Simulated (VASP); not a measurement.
Write the native input for VASP 6.6.1 that does the following.

| Quantity | Value |
| --- | --- |
| Task | single point |
| Functional | PBEsol |
| Potentials or basis | VASP PAW PBE potentials, release 64 (W_sv, Te) |
| Cutoff | 520 eV |
| k mesh | 6 × 6 × 6 |
| Occupations | gaussian, width 0.1 eV |
| Spin | collinear spin |
| Starting moments | [0.75, 0.0] μB |
| Dipole correction | no |
| Further INCAR settings | ALGO = Normal; EDIFF = 1e-06; NBANDS = 21 |

The structure of TeW lies in POSCAR:

```
TeW
1.0
    0.0000000000      3.0296978924      3.0296978924
    3.0296978924      0.0000000000      3.0296978924
    3.0296978924      3.0296978924      0.0000000000
W Te
1 1
Direct
    0.0000000000      0.0000000000      0.0000000000
    0.2500000000      0.2500000000      0.2500000000
```

These files were run (other wordings do the same):

INCAR

```
SYSTEM = TeW
ALGO = Normal ; EDIFF = 1E-6
ENCUT = 520 ; GGA = PS
ISIF = 2 ; ISMEAR = 0
ISPIN = 2 ; LASPH = .TRUE.
LCHARG = .FALSE. ; LMAXMIX = 4
LORBIT = 11 ; LREAL = .FALSE.
LWAVE = .FALSE. ; MAGMOM = 0.75 0
NBANDS = 21 ; NELM = 150
PREC = Accurate ; SIGMA = 0.1
```

KPOINTS

```
k-points
0
G
  6 6 6
  0 0 0
```

Potentials or basis: VASP PAW PBE potentials, release 64 (W_sv, Te).

Launch:

```console
$ cat potpaw_PBE.64/W_sv/POTCAR potpaw_PBE.64/Te/POTCAR > POTCAR
$ mpirun -np 1 vasp_std > vasp.out
```

It gave:

```json
{"Pressure": "-0.4 GPa", "Net moment": "1.40 μB per cell", "Site moments": "W +1.09; Te -0.02 μB", "Valence electrons inside the program's atomic spheres": "W 12.01; Te 3.53"}
```

Caveat: the PAW data sets were made with another functional, which shifts forces and pressure a little.

It took 26 s on 1 thread of AMD EPYC 7R13 Processor (Zen 3), with other jobs on the host, peak memory 0.18 GiB.
